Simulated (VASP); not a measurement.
Runs of VASP 6.6.1 on Sn2TeSe. The structure is that of space group P4/mmm (No. 123), or close to it. The cells are those of the table. 

| task | level | spin | cell | cutoff (eV) | gap on the mesh (eV) | pressure (GPa) |
| --- | --- | --- | --- | --- | --- | --- |
| single point | PBE | non-collinear, zero start, SOC | a = 4.381, b = 4.381, c = 6.226 Å, 4 atoms | 520 | - | 0.9 |
| single point | r2SCAN | off | a = 4.381, b = 4.381, c = 6.226 Å, 4 atoms | 520 | 0.16 | 0.0 |
| single point | PBE | off | a = 4.381, b = 4.381, c = 6.226 Å, 4 atoms | 520 | (a) | 0.9 |
| single point | PBE | off | a = 4.409, b = 4.409, c = 6.268 Å, 4 atoms | 520 | 0.15 | 0.0 |
| relaxation of cell and atoms | PBE | off | relaxed from a = 4.006, b = 4.006, c = 5.665 Å, 4 atoms | 600 | 0.15 | 0.0 |

Alike in all rows: potentials or basis VASP PAW PBE potentials, release 64 (Se, Sn_d, Te); k mesh 6 × 6 × 4; smearing fermi-dirac 0.02 eV.

Problem. Estimate the missing entries.

Solution. (a) 0.09.

Caveats: spin-orbit coupling is left out, which moves the levels of the heavy elements (some runs); the PAW data sets were made with another functional, which shifts forces and pressure a little (some runs).

A k mesh can miss the band edges, and rows without SOC leave out spin-orbit coupling on Se, Sn, Te.
